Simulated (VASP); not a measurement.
# Al (Fm-3m) in VASP: notebook

The runs below take Al through single point, with PBEsol.

Everything below comes from runs of VASP 6.6.1. Logs are shortened: lines on timing, memory, paths and dates and some standing lists are left out, and cuts for length are marked.

## Step 1: The cell of the first run

The structure is cubic, space group Fm-3m (No. 225). Conventional cell: a = 4.050 Å, b = 4.050 Å, c = 4.050 Å, α = 90.00°, β = 90.00°, γ = 90.00°. Al (site symmetry m-3m) has 12 Al at 2.86 Å within 3.8 Å.

## Step 2: Single point, PBEsol

INCAR reads:

```
PREC = Accurate
ENCUT = 500
EDIFF = 1E-6
ISMEAR = -1
SIGMA = 0.05
LREAL = False
LASPH = True
NELM = 120
ALGO = Normal
ISIF = 2
LWAVE = False
LCHARG = True
GGA = PS
LELF = True
LVHAR = True
NBANDS = 8
GGA_COMPAT = False
```

KPOINTS reads:

```
Automatic mesh
0
Gamma
  5 5 5
```

POSCAR reads:

```
Al
1.0
    0.0000000000      2.0249200000      2.0249200000
    2.0249200000      0.0000000000      2.0249200000
    2.0249200000      2.0249200000      0.0000000000
Al
1
Direct
    0.0000000000      0.0000000000      0.0000000000
```

Potentials or basis: VASP PAW PBE potentials, release 64 (Al).

Launch:

```
cat potpaw_PBE.64/Al/POTCAR > POTCAR
mpirun -np 1 vasp_std > vasp.out
```

OUTCAR:

```text
PREC = Accurate
   ENCUT = 500
   EDIFF = 1E-6
   ISMEAR = -1
   LREAL = False
   LASPH = True
   NELM = 120
   ISIF = 2
   GGA = PS

 ion  position               nearest neighbor table
   1  0.000  0.000  0.000-

  LATTYP: Found a face centered cubic cell.
 ALAT       =     4.0498400000

  Lattice vectors:

 A1 = (   0.0000000000,   2.0249200000,   2.0249200000)
 A2 = (   2.0249200000,   0.0000000000,   2.0249200000)
 A3 = (   2.0249200000,   2.0249200000,   0.0000000000)

Analysis of symmetry for initial positions (statically):
=====================================================================
 Subroutine PRICEL returns:
 Original cell was already a primitive cell.

 Routine SETGRP: Setting up the symmetry group for a
 face centered cubic supercell.

 Subroutine GETGRP returns: Found 48 space group operations
 (whereof 48 operations were pure point group operations)
 out of a pool of 48 trial point group operations.

The static configuration has the point symmetry O_h .

Analysis of symmetry for dynamics (positions and initial velocities):
=====================================================================
 Subroutine PRICEL returns:
 Original cell was already a primitive cell.

 Routine SETGRP: Setting up the symmetry group for a
 face centered cubic supercell.

 Subroutine GETGRP returns: Found 48 space group operations
 (whereof 48 operations were pure point group operations)
 out of a pool of 48 trial point group operations.

The dynamic configuration has the point symmetry O_h .

 Subroutine INISYM returns: Found 48 space group operations
 (whereof 48 operations are pure point group operations),
 and found     1 'primitive' translations

----------------------------------------------------------------------------------------

                                     Primitive cell

  volume of cell :      16.6056

  direct lattice vectors                    reciprocal lattice vectors
     0.000000000  2.024920000  2.024920000    -0.246923335  0.246923335  0.246923335
     2.024920000  0.000000000  2.024920000     0.246923335 -0.246923335  0.246923335
     2.024920000  2.024920000  0.000000000     0.246923335  0.246923335 -0.246923335

  length of vectors
     2.863669327  2.863669327  2.863669327     0.427683762  0.427683762  0.427683762
[... 62 lines left out ...]
   ENCUT  =  500.0 eV  36.75 Ry    6.06 a.u.   5.22  5.22  5.22*2*pi/ulx,y,z
   NELM   =    120;   NELMIN=  2; NELMDL= -5     # of ELM steps
   EDIFF  = 0.1E-05   stopping-criterion for ELM
   LREAL  =      F    real-space projection
   EDIFFG = 0.1E-04   stopping-criterion for IOM
   NSW    =      0    number of steps for IOM
   IBRION =     -1    ionic relax: 0-MD 1-quasi-New 2-CG
   NFREE  =      0    steps in history (QN), initial steepest desc. (CG)
   ISIF   =      2    stress and relaxation
   ISYM   =      2    0-nonsym 1-usesym 2-fastsym
   POTIM  = 0.5000    time-step for ionic-motion
   TEBEG  =    0.0;   TEEND  =   0.0 temperature during run
   PSTRESS=    0.0 pullay stress
   NELECT =       3.0000    total number of electrons
   NUPDOWN=      -1.0000    fix difference up-down
   EMIN   =  10.00;   EMAX   =-10.00  energy-range for DOS
   EFERMI =   0.00;   METHOD = LEGACY
   ISMEAR =    -1;   SIGMA  =   0.05  broadening in eV -4-tet -1-fermi 0-gaus
   EFERMI_NEDOS =   21; number of points for ismear=-14 and -15
   IALGO  =     38    algorithm
   IMIX   =      4    mixing-type and parameters
     AMIX     =   0.40;   BMIX     =  1.00
     AMIX_MAG =   1.60;   BMIX_MAG =  1.00
  volume/ion in A,a.u.               =      16.61       112.06
  Fermi-wavevector in a.u.,A,eV,Ry     =   0.925474  1.748892 11.653409  0.856501
  Thomas-Fermi vector in A             =   2.051332
   LORBIT       =      0    0 simple, 1 ext, 2 COOP (PROOUT), +10 PAW based schemes
   GGA     = PS    functional components
   LHFCALC =     F    Hartree Fock is set to
   AEXX    =    0.0000 exact exchange contribution
   IVDW    =     0    specifies the selected vdW correction
   LEPSILON=     F    determine dielectric tensor
   LRPA    =     F    only Hartree local field effects (RPA)
 non-spin polarized calculation
  energy-cutoff  :      500.00
  volume of cell :       16.61
 maximum number of plane-waves:       432
 NGX is ok and might be reduce to    24
   NGX = 11   NGY = 11   NGZ = 11

 number of electron       3.0000000 magnetization

 Free energy of the ion-electron system (eV)
  ---------------------------------------------------
  ext. energy  EPLUGINS =         0.00000000
  ---------------------------------------------------
  free energy    TOTEN  =        -4.03657916 eV

  energy without entropy =       -4.02508687  energy(sigma->0) =       -4.03083302

 E-fermi :   8.2420     XC(G=0): -10.2326

 val. band max:        7.9640346864   @ k =  -0.4000   0.4000   0.0000
 cond. band min:       8.2910621445   @ k =  -0.4000   0.4000   0.2000
 fundamental gap:      0.3270274581
 Fermi energy:         8.2420265749

 k-point     1 :       0.0000    0.0000    0.0000
  band No.  band energies     occupation
      1      -3.2020      2.00000
      2      20.4444      0.00000
      3      20.4444      0.00000
      4      20.4444      0.00000
      5      21.8913      0.00000
      6      21.8913      0.00000
      7      21.8913      0.00000
      8      24.3169      0.00000
[... 89 lines left out ...]
 k-point    10 :      -0.4000    0.4000    0.2000
  band No.  band energies     occupation
      1       3.8238      2.00000
      2       8.2911      0.54550
      3       9.6770      0.00000
      4      10.9210      0.00000
      5      21.5755      0.00000
      6      22.9316      0.00000
      7      24.2077      0.00000
      8      29.8018      0.00000

------------------------ aborting loop because EDIFF is reached ----------------------------------------

  FORCE on cell =-STRESS in cart. coord.  units (eV):
  Direction    XX          YY          ZZ          XY          YZ          ZX
  --------------------------------------------------------------------------------------
  -------------------------------------------------------------------------------------
  Total       -0.0086192     -0.0086192     -0.0086192     -0.0000000      0.0000000     -0.0000000
  in kB       -0.8316193     -0.8316193     -0.8316193     -0.0000000      0.0000000     -0.0000000
  external PRESSURE =      -0.8316193 kB  Pullay stress =       0.0000000 kB

 VOLUME and BASIS-vectors are now :
 -----------------------------------------------------------------------------
  energy-cutoff  :      500.00
  volume of cell :       16.61
      direct lattice vectors                 reciprocal lattice vectors
     0.000000000  2.024920000  2.024920000    -0.246923335  0.246923335  0.246923335
     2.024920000  0.000000000  2.024920000     0.246923335 -0.246923335  0.246923335
     2.024920000  2.024920000  0.000000000     0.246923335  0.246923335 -0.246923335

 POSITION                                       TOTAL-FORCE (eV/Angst)
 -----------------------------------------------------------------------------------
      0.00000      0.00000      0.00000         0.000000      0.000000      0.000000
 -----------------------------------------------------------------------------------
    total drift:                                0.000000     -0.000000     -0.000000

  FREE ENERGIE OF THE ION-ELECTRON SYSTEM (eV)
  ---------------------------------------------------
  free  energy   TOTEN  =        -4.0365791615 eV

  energy  without entropy=       -4.0250868750  energy(sigma->0) =       -4.03083302
```

OSZICAR:

```text
N       E                     dE             d eps       ncg     rms          rms(c)
DAV:   1    -0.257930471197E+01   -0.25793E+01   -0.74017E+02   160   0.186E+02
DAV:   2    -0.405546312639E+01   -0.14762E+01   -0.13778E+01   216   0.183E+01
DAV:   3    -0.406283965042E+01   -0.73765E-02   -0.73752E-02   232   0.154E+00
DAV:   4    -0.406285240494E+01   -0.12755E-04   -0.12754E-04   232   0.453E-02
DAV:   5    -0.406285254320E+01   -0.13826E-06   -0.13824E-06   184   0.257E-03    0.134E+00
DAV:   6    -0.404717344860E+01    0.15679E-01   -0.20141E-03   216   0.188E-01    0.762E-01
DAV:   7    -0.403659513091E+01    0.10578E-01   -0.54936E-03   200   0.301E-01    0.162E-01
DAV:   8    -0.403657967564E+01    0.15455E-04   -0.19918E-05   232   0.300E-02    0.625E-03
DAV:   9    -0.403657916153E+01    0.51411E-06   -0.21119E-07   224   0.206E-03
   1 F= -.40365792E+01 E0= -.40308330E+01  d E =-.114923E-01
```

It took 4.3 s on 1 thread of Intel Xeon 8259CL, shared host; peak memory 0.13 GiB.

Results:

```
Free energy : -4.0366 eV
Pressure    : -0.1 GPa
```

Caveat: the k points lie up to 0.54 Å⁻¹ apart; the PAW data sets were made with another functional, which shifts forces and pressure a little.

## Step 3: Single point, PBEsol

INCAR reads:

```
SYSTEM = Al
  PREC = Accurate
  ENCUT = 500
  EDIFF = 1E-6
  ISMEAR = -1
  SIGMA = 0.05
  LREAL = .False.
  LASPH = .True.
  NELM = 120
  ALGO = Normal
  ISIF = 2
  LWAVE = .False.
  LCHARG = .False.
  GGA = PS
  NBANDS = 8
  GGA_COMPAT = .False.
```

KPOINTS reads:

```
Automatic mesh
0
Gamma
  10 10 10
  0 0 0
```

POSCAR is that of step 2.

Potentials or basis: VASP PAW PBE potentials, release 64 (Al).

Launch:

```
cat potpaw_PBE.64/Al/POTCAR > POTCAR
mpirun -np 1 vasp_std > vasp.out
```

OUTCAR:

```text
SYSTEM = Al
   PREC = Accurate
   ENCUT = 500
   EDIFF = 1E-6
   ISMEAR = -1
   LREAL = .False.
   LASPH = .True.
   NELM = 120
   ISIF = 2
   GGA = PS

 ion  position               nearest neighbor table
   1  0.000  0.000  0.000-

  LATTYP: Found a face centered cubic cell.
 ALAT       =     4.0498400000

  Lattice vectors:

 A1 = (   0.0000000000,   2.0249200000,   2.0249200000)
 A2 = (   2.0249200000,   0.0000000000,   2.0249200000)
 A3 = (   2.0249200000,   2.0249200000,   0.0000000000)

Analysis of symmetry for initial positions (statically):
=====================================================================
 Subroutine PRICEL returns:
 Original cell was already a primitive cell.

 Routine SETGRP: Setting up the symmetry group for a
 face centered cubic supercell.

 Subroutine GETGRP returns: Found 48 space group operations
 (whereof 48 operations were pure point group operations)
 out of a pool of 48 trial point group operations.

The static configuration has the point symmetry O_h .

Analysis of symmetry for dynamics (positions and initial velocities):
[... 161 lines left out ...]
 fundamental gap:      0.0593972672
 Fermi energy:         8.0120440330

 k-point     1 :       0.0000    0.0000    0.0000
  band No.  band energies     occupation
      1      -3.2030      2.00000
      2      20.4425      0.00000
      3      20.4425      0.00000
      4      20.4425      0.00000
      5      21.8855      0.00000
      6      21.8855      0.00000
      7      21.8855      0.00000
      8      24.3187      0.00000
[... 243 lines left out ...]
 k-point    24 :       0.4000    0.3000    0.0000
  band No.  band energies     occupation
      1       1.3225      2.00000
      2      11.3115      0.00000
      3      11.7415      0.00000
      4      14.2832      0.00000
      5      15.5904      0.00000
      6      19.1303      0.00000
      7      29.3644      0.00000
      8      31.5899      0.00000

 [... further k-points ...]

------------------------ aborting loop because EDIFF is reached ----------------------------------------

  FORCE on cell =-STRESS in cart. coord.  units (eV):
  Direction    XX          YY          ZZ          XY          YZ          ZX
  --------------------------------------------------------------------------------------
  -------------------------------------------------------------------------------------
  Total       -0.2065892     -0.2065892     -0.2065892     -0.0000000      0.0000000      0.0000000
  in kB      -19.9326339    -19.9326339    -19.9326339     -0.0000000      0.0000000      0.0000000
  external PRESSURE =     -19.9326339 kB  Pullay stress =       0.0000000 kB

 VOLUME and BASIS-vectors are now :
 -----------------------------------------------------------------------------
  energy-cutoff  :      500.00
  volume of cell :       16.61
      direct lattice vectors                 reciprocal lattice vectors
     0.000000000  2.024920000  2.024920000    -0.246923335  0.246923335  0.246923335
     2.024920000  0.000000000  2.024920000     0.246923335 -0.246923335  0.246923335
     2.024920000  2.024920000  0.000000000     0.246923335  0.246923335 -0.246923335

 POSITION                                       TOTAL-FORCE (eV/Angst)
 -----------------------------------------------------------------------------------
      0.00000      0.00000      0.00000        -0.000000      0.000000     -0.000000
 -----------------------------------------------------------------------------------
    total drift:                                0.000000     -0.000000     -0.000000

  FREE ENERGIE OF THE ION-ELECTRON SYSTEM (eV)
  ---------------------------------------------------
  free  energy   TOTEN  =        -4.0730838347 eV

  energy  without entropy=       -4.0657328213  energy(sigma->0) =       -4.06940833
```

OSZICAR:

```text
N       E                     dE             d eps       ncg     rms          rms(c)
DAV:   1    -0.282591709758E+01   -0.28259E+01   -0.85498E+02   752   0.199E+02
DAV:   2    -0.409652082743E+01   -0.12706E+01   -0.12471E+01  1080   0.181E+01
DAV:   3    -0.410192243883E+01   -0.54016E-02   -0.53869E-02   968   0.133E+00
DAV:   4    -0.410193569923E+01   -0.13260E-04   -0.13260E-04  1160   0.598E-02
DAV:   5    -0.410193572008E+01   -0.20852E-07   -0.21267E-07   928   0.109E-03    0.138E+00
DAV:   6    -0.408466461933E+01    0.17271E-01   -0.23817E-03  1048   0.202E-01    0.785E-01
DAV:   7    -0.407310103091E+01    0.11564E-01   -0.63917E-03   952   0.320E-01    0.163E-01
DAV:   8    -0.407308457581E+01    0.16455E-04   -0.21446E-05  1144   0.319E-02    0.543E-03
DAV:   9    -0.407308383471E+01    0.74110E-06   -0.41358E-07   960   0.282E-03
   1 F= -.40730838E+01 E0= -.40694083E+01  d E =-.735101E-02
```

stdout:

```text
POSCAR found type information on POSCAR Al
 POSCAR found :  1 types and       1 ions
 scaLAPACK will be used
 -----------------------------------------------------------------------------
|                                                                             |
|                                                                             |
|     You enforced a specific xc type in the INCAR file but a different       |
|     I HOPE YOU KNOW WHAT YOU ARE DOING!                                     |
|                                                                             |
 -----------------------------------------------------------------------------

 LDA part: xc-table for (Slater+PW92), standard interpolation
 POSCAR, INCAR and KPOINTS ok, starting setup
 FFT: planning ... GRIDC
 FFT: planning ... GRID_SOFT
 FFT: planning ... GRID
 WAVECAR not read
 entering main loop
```

It took 7.7 s on 1 thread of Intel Xeon 8259CL, shared host; peak memory 0.13 GiB.

Results:

- Free energy: -4.0731 eV
- Pressure: -2.0 GPa

Levels at points of the mesh, in eV from the Fermi level:
```tsv
k point	band 1	band 2	band 3	band 4
(0.00, 0.00, 0.00)	-11.22	12.43	12.43	12.43
(0.50, 0.00, 0.00)	-4.70	-4.50	11.20	11.20
(0.50, 0.50, 0.00)	-3.03	-1.74	5.12	5.43
```

Caveat: the PAW data sets were made with another functional, which shifts forces and pressure a little.
